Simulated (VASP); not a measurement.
# Ba8Ti8O23 (a cell with a defect) in VASP: notebook, part 3 of 3

VASP 6.6.1. The steps go on from the part before.

## Step 5: Single point, PBE+D3(BJ)

INCAR

```
SYSTEM = Ba8Ti8O23
ALGO = Normal
EDIFF = 1E-6
ENCUT = 520
GGA = PE
ISIF = 2
ISMEAR = 0
IVDW = 12
LASPH = .True.
LCHARG = .False.
LREAL = Auto
LUSENCCL = .False.
LWAVE = .False.
NBANDS = 182
NELECT = 312.0
NELM = 100
PREC = Accurate
SIGMA = 0.02
```

KPOINTS

```
k-points
0
Gamma
  2 2 2
  0 0 0
```

POSCAR

```
Ba8Ti8O23
1.0
    7.9800000000      0.0000000000      0.0000000000
    0.0000000000      5.6690000000      5.6820000000
    0.0000000000     -5.6690000000      5.6820000000
Ba Ti O
8 8 23
Direct
    0.0055102757     -0.0037509320      0.0006791263
    0.0065235589     -0.0056654891      0.5009205049
    0.0045855890      0.5077445745      0.0001026624
    0.0041932331      0.5061995315      0.4999321122
    0.4944897243     -0.0037509320      0.0006791263
    0.4934764411     -0.0056654891      0.5009205049
    0.4954144110      0.5077445745      0.0001026624
    0.4958067669      0.5061995315      0.4999321122
    0.2500000000      0.2571159150      0.2624037964
    0.2500000000      0.2579509764      0.7563436382
    0.2500000000      0.7585774643      0.2554001844
    0.2500000000      0.7583499723      0.7567279932
    0.7500000000      0.2554869954      0.2257780521
    0.7500000000      0.2557631139      0.7692226306
    0.7500000000      0.7620576168      0.2620763149
    0.7500000000      0.7619725147      0.7563066124
   -0.0082809524      0.2413449862      0.2580816241
    0.2500000000      0.2439212651      0.4909015086
    0.2500000000      0.4870449524      0.2429034812
   -0.0081984962      0.2421702536      0.7342655085
    0.2500000000      0.2430548324      0.9875843791
    0.2500000000      0.4881039537      0.7450785524
   -0.0013583960      0.7445562944      0.2427309284
    0.2500000000      0.7442033448      0.4896025334
    0.2500000000      0.9903286331      0.2432065657
   -0.0006214286      0.7440743048      0.7445050686
    0.2500000000      0.7443827683      0.9909382454
    0.2500000000      0.9895431942      0.7447848593
    0.5082809524      0.2413449862      0.2580816241
    0.7500000000      0.4812242754      0.2602500295
    0.5081984962      0.2421702536      0.7342655085
    0.7500000000      0.2489733052      0.9972317282
    0.7500000000      0.4816518483      0.7329130936
    0.5013583960      0.7445562944      0.2427309284
    0.7500000000      0.7457459671      0.4907329136
    0.7500000000      0.9980778663      0.2575492016
    0.5006214286      0.7440743048      0.7445050686
    0.7500000000      0.7463821018      0.9878278595
    0.7500000000      0.9977401631      0.7358006676
```

Potentials or basis: VASP PAW PBE potentials, release 64 (Ba_sv, Ti_sv, O).

Run with:

```
$ cat potpaw_PBE.64/Ba_sv/POTCAR potpaw_PBE.64/Ti_sv/POTCAR potpaw_PBE.64/O/POTCAR > POTCAR
$ mpirun -np 1 vasp_std > vasp.out
```

OUTCAR:

```text
SYSTEM = Ba8Ti8O23
   EDIFF = 1E-6
   ENCUT = 520
   GGA = PE
   ISIF = 2
   ISMEAR = 0
   IVDW = 12
   LASPH = .True.
   LREAL = Auto
   NELECT = 312.0
   NELM = 100
   PREC = Accurate
 IVDW          = 12

 ion  position               nearest neighbor table
   1  0.006  0.996  0.001-  25 2.76  21 2.78  23 2.80  27 2.81  28 2.83  17 2.86  38 2.86  32 2.88
                            26 2.89  36 2.90  20 2.91  39 2.95  12 3.36  16 3.40  11 3.41  13 3.43
   2  0.007  0.994  0.501-  20 2.74  28 2.76  17 2.78  39 2.78  18 2.79  24 2.80  26 2.80  36 2.83
                            25 2.84  35 2.86  23 2.89  11 3.36  15 3.37  12 3.40  16 3.44   9 3.45
   3  0.005  0.508  0.000-  23 2.72  27 2.73  19 2.77  26 2.79  38 2.79  22 2.84  21 2.89  32 2.91
                            30 2.92  33 2.96  17 2.97  20 3.02  13 3.39  14 3.42  12 3.42  10 3.42
   4  0.004  0.506  0.500-  24 2.74  26 2.74  33 2.77  22 2.78  35 2.80  30 2.80  23 2.81  20 2.83
                            19 2.85  18 2.88  17 2.88   9 3.39  11 3.43  15 3.46  10 3.47  12 3.49
   5  0.494  0.996  0.001-  25 2.76  21 2.78  34 2.80  27 2.81  28 2.83  29 2.86  38 2.86  32 2.88
                            37 2.89  36 2.90  31 2.91  39 2.95  12 3.36  16 3.40  11 3.41  13 3.43
   6  0.493  0.994  0.501-  31 2.74  28 2.76  29 2.78  39 2.78  18 2.79  24 2.80  37 2.80  36 2.83
                            25 2.84  35 2.86  34 2.89  11 3.36  15 3.37  12 3.40  16 3.44   9 3.45
   7  0.495  0.508  0.000-  34 2.72  27 2.73  19 2.77  37 2.79  38 2.79  22 2.84  21 2.89  32 2.91
                            30 2.92  33 2.96  29 2.97  31 3.02  13 3.39  14 3.42  12 3.42  10 3.42
   8  0.496  0.506  0.500-  24 2.74  37 2.74  33 2.77  22 2.78  35 2.80  30 2.80  34 2.81  31 2.83
                            19 2.85  18 2.88  29 2.88   9 3.39  11 3.43  15 3.46  10 3.47  12 3.49
   9  0.250  0.257  0.262-  18 1.84  19 1.85  17 2.07  29 2.07  25 2.15  21 2.21   4 3.39   8 3.39
                             6 3.45   2 3.45   7 3.51   3 3.51   5 3.55   1 3.55
  10  0.250  0.258  0.756-  22 1.85  21 1.86  20 2.07  31 2.07  18 2.13  28 2.16   3 3.42   7 3.42
                             4 3.47   8 3.47   1 3.47   5 3.47   2 3.53   6 3.53
  11  0.250  0.759  0.255-  25 1.86  24 1.88  23 2.01  34 2.01  27 2.13  19 2.18   2 3.36   6 3.36
                             5 3.41   1 3.41   4 3.43   8 3.43   7 3.48   3 3.48
  12  0.250  0.758  0.757-  28 1.86  27 1.88  26 2.01  37 2.01  24 2.15  22 2.17   1 3.36   5 3.36
                             2 3.40   6 3.40   3 3.42   7 3.42   4 3.49   8 3.49
  13  0.750  0.255  0.226-  30 1.83  32 1.84  17 1.95  29 1.95  36 2.08   7 3.39   3 3.39   1 3.43
                             5 3.43   8 3.61   4 3.61   6 3.67   2 3.67
  14  0.750  0.256  0.769-  32 1.83  33 1.84  20 1.95  31 1.95  39 2.09   7 3.42   3 3.42   1 3.45
                             5 3.45   8 3.58   4 3.58   6 3.64   2 3.64
  15  0.750  0.762  0.262-  35 1.84  36 1.89  23 2.00  34 2.00  38 2.21  30 2.25   2 3.37   6 3.37
                             4 3.46   8 3.46   1 3.47   5 3.47   7 3.57   3 3.57
  16  0.750  0.762  0.756-  38 1.86  39 1.90  26 2.00  37 2.00  35 2.14  33 2.26   1 3.40   5 3.40
                             2 3.44   6 3.44   3 3.48   7 3.48   4 3.55   8 3.55
  17  0.992  0.241  0.258-  13 1.95   9 2.07   2 2.78   1 2.86   4 2.88   3 2.97
  18  0.250  0.244  0.491-   9 1.84  10 2.13   2 2.79   6 2.79   4 2.88   8 2.88
  19  0.250  0.487  0.243-   9 1.85  11 2.18   3 2.77   7 2.77   4 2.85   8 2.85
  20  0.992  0.242  0.734-  14 1.95  10 2.07   2 2.74   4 2.83   1 2.91   3 3.02
  21  0.250  0.243  0.988-  10 1.86   9 2.21   1 2.78   5 2.78   3 2.89   7 2.89
  22  0.250  0.488  0.745-  10 1.85  12 2.17   4 2.78   8 2.78   7 2.84   3 2.84
[... 15 lines left out ...]
  38  0.750  0.746  0.988-  16 1.86  15 2.21   3 2.79   7 2.79   5 2.86   1 2.86
  39  0.750  0.998  0.736-  16 1.90  14 2.09   2 2.78   6 2.78   5 2.95   1 2.95

  LATTYP: Found a base centered orthorhombic cell.
 ALAT       =    11.3380000000
 B/A-ratio  =     1.0022931734
 C/A-ratio  =     0.7038278356

  Lattice vectors:

 A1 = (   0.0000000000,   5.6690000000,  -5.6820000000)
 A2 = (   0.0000000000,   5.6690000000,   5.6820000000)
 A3 = (   7.9800000000,   0.0000000000,   0.0000000000)

[... 178 lines left out ...]
   ICHARG =      2    charge: 1-file 2-atom 10-const
   ISPIN  =      1    spin polarized calculation?
   LNONCOLLINEAR =      F non collinear calculations
   LSORBIT =      F    spin-orbit coupling
   LASPH  =      T    aspherical Exc in radial PAW
   ENCUT  =  520.0 eV  38.22 Ry    6.18 a.u.  14.84 14.92 14.92*2*pi/ulx,y,z
   NELM   =    100;   NELMIN=  2; NELMDL= -5     # of ELM steps
   EDIFF  = 0.1E-05   stopping-criterion for ELM
   LREAL  =      T    real-space projection
   EDIFFG = 0.1E-04   stopping-criterion for IOM
   NSW    =      0    number of steps for IOM
   IBRION =     -1    ionic relax: 0-MD 1-quasi-New 2-CG
   NFREE  =      0    steps in history (QN), initial steepest desc. (CG)
   ISIF   =      2    stress and relaxation
   ISYM   =      2    0-nonsym 1-usesym 2-fastsym
   POTIM  = 0.5000    time-step for ionic-motion
   TEBEG  =    0.0;   TEEND  =   0.0 temperature during run
   PSTRESS=    0.0 pullay stress
   NELECT =     312.0000    total number of electrons
   NUPDOWN=      -1.0000    fix difference up-down
   EMIN   =  10.00;   EMAX   =-10.00  energy-range for DOS
   EFERMI =   0.00;   METHOD = LEGACY
   ISMEAR =     0;   SIGMA  =   0.02  broadening in eV -4-tet -1-fermi 0-gaus
   EFERMI_NEDOS =   21; number of points for ismear=-14 and -15
   IALGO  =     38    algorithm
   IMIX   =      4    mixing-type and parameters
     AMIX     =   0.40;   BMIX     =  1.00
     AMIX_MAG =   1.60;   BMIX_MAG =  1.00
  volume/ion in A,a.u.               =      13.18        88.96
  Fermi-wavevector in a.u.,A,eV,Ry     =   1.386052  2.619258 26.138696  1.921140
  Thomas-Fermi vector in A             =   2.510404
   LORBIT       =      0    0 simple, 1 ext, 2 COOP (PROOUT), +10 PAW based schemes
   GGA     = PE    functional components
   LHFCALC =     F    Hartree Fock is set to
   AEXX    =    0.0000 exact exchange contribution
   IVDW    =    12    specifies the selected vdW correction
   LEPSILON=     F    determine dielectric tensor
   LRPA    =     F    only Hartree local field effects (RPA)
 non-spin polarized calculation
 Gauss-broadening in eV      SIGMA  =   0.02
  energy-cutoff  :      520.00
  volume of cell :      514.09
 maximum number of plane-waves:     13866
 NGX is ok and might be reduce to    60
   NGX = 29   NGY = 29   NGZ = 29

 number of electron     311.9999909 magnetization

 Free energy of the ion-electron system (eV)
  ---------------------------------------------------
  ext. energy  EPLUGINS =         0.00000000
  ---------------------------------------------------
  free energy    TOTEN  =      -321.58534828 eV

  energy without entropy =     -321.58534828  energy(sigma->0) =     -321.58534828

 E-fermi :   3.9879     XC(G=0): -11.0635

 val. band max:        3.7623896722   @ k =   0.0000   0.0000   0.0000
 cond. band min:       5.8381085646   @ k =   0.0000   0.0000   0.0000
 fundamental gap:      2.0757188923
 Fermi energy:         3.9879435071

 k-point     1 :       0.0000    0.0000    0.0000
  band No.  band energies     occupation
      1     -52.8277      2.00000
      2     -52.8190      2.00000
      3     -52.7398      2.00000
      4     -52.7388      2.00000
      5     -52.7210      2.00000
      6     -52.7133      2.00000
[... 1357 lines left out ...]
    167       7.0495      0.00000
    168       7.0687      0.00000
 [bands above 168 left out]

------------------------ aborting loop because EDIFF is reached ----------------------------------------

 Edisp (eV)  -10.34176

 E8    (eV) :    -4.7270

  FORCE on cell =-STRESS in cart. coord.  units (eV):
  Direction    XX          YY          ZZ          XY          YZ          ZX
  --------------------------------------------------------------------------------------
  -------------------------------------------------------------------------------------
  Total     -13.24990    -4.36487    -3.82645     0.00000    -1.68295     0.00000
  in kB     -41.29360   -13.60322   -11.92520     0.00000    -5.24496     0.00000
  external pressure =      -22.27 kB  Pullay stress =        0.00 kB

 VOLUME and BASIS-vectors are now :
 -----------------------------------------------------------------------------
  energy-cutoff  :      520.00
  volume of cell :      514.09
      direct lattice vectors                 reciprocal lattice vectors
     7.980000000  0.000000000  0.000000000     0.125313283  0.000000000 -0.000000000
     0.000000000  5.669000000  5.682000000    -0.000000000  0.088198977  0.087997184
     0.000000000 -5.669000000  5.682000000     0.000000000 -0.088198977  0.087997184

 POSITION                                       TOTAL-FORCE (eV/Angst)
 -----------------------------------------------------------------------------------
      0.04397      5.64389      5.66455        -0.048668      0.028657     -0.002369
      0.05206      2.79716      8.49604        -0.034589      0.023916     -0.015331
      0.03659      2.87782      2.88559        -0.041473     -0.040410     -0.065106
      0.03346      0.03553      5.71684        -0.017218     -0.019019     -0.055107
      3.94603      5.64389      5.66455         0.048668      0.028657     -0.002369
      3.93794      2.79716      8.49604         0.034589      0.023916     -0.015331
[... 31 lines left out ...]
      5.98500     -1.36876      9.85378         0.000000     -0.035340      0.045187
      5.98500      1.48493      9.84998         0.000000      0.021321      0.046627
 -----------------------------------------------------------------------------------
    total drift:                               -0.000000     -0.025252      0.039759

  FREE ENERGIE OF THE ION-ELECTRON SYSTEM (eV)
  ---------------------------------------------------
  free  energy   TOTEN  =      -331.9271045833 eV

  energy  without entropy=     -331.9271045833  energy(sigma->0) =     -331.92710458
```

Wall time 2.4 min (1 × NVIDIA H100 80GB with 1 thread of AMD EPYC 7R13 (Zen 3), shared host); peak memory 1.8 GiB.

What came out:

```
Free energy                : -331.9271 eV
Largest force              : 0.087 eV/Å
Dispersion energy per atom : -0.265 eV
```

Forces in eV/Å, atoms in the order of the input:
```
Ba  -0.049  0.029 -0.002
Ba  -0.035  0.024 -0.015
Ba  -0.041 -0.040 -0.065
Ba  -0.017 -0.019 -0.055
Ba   0.049  0.029 -0.002
Ba   0.035  0.024 -0.015
Ba   0.041 -0.040 -0.065
Ba   0.017 -0.019 -0.055
Ti   0.000  0.009 -0.084
Ti   0.000 -0.009 -0.073
Ti   0.000 -0.003 -0.083
Ti   0.000 -0.022 -0.058
Ti   0.000 -0.084  0.005
Ti   0.000 -0.012 -0.082
Ti   0.000  0.019 -0.082
Ti   0.000  0.001 -0.076
O    0.007  0.020  0.010
O    0.000 -0.039  0.056
O    0.000  0.035  0.052
O    0.006 -0.002  0.024
O    0.000 -0.032  0.057
O    0.000  0.041  0.046
O    0.002 -0.002  0.020
O    0.000 -0.030  0.049
O    0.000  0.028  0.047
O    0.000  0.000  0.015
O    0.000 -0.019  0.041
O    0.000  0.030  0.054
O   -0.007  0.020  0.010
O    0.000  0.049  0.035
O   -0.006 -0.002  0.024
O    0.000  0.007  0.001
O    0.000  0.030  0.062
O   -0.002 -0.002  0.020
O    0.000 -0.044  0.052
O    0.000  0.040  0.026
O    0.000  0.000  0.015
O    0.000 -0.035  0.045
O    0.000  0.021  0.047
```

Caveat: the cell carries a net charge on a neutralising background, which shifts energy and pressure; the cell is charged against a uniform background, so pressure and absolute levels hang on convention; spin-orbit coupling is left out, which moves the levels of the heavy elements.
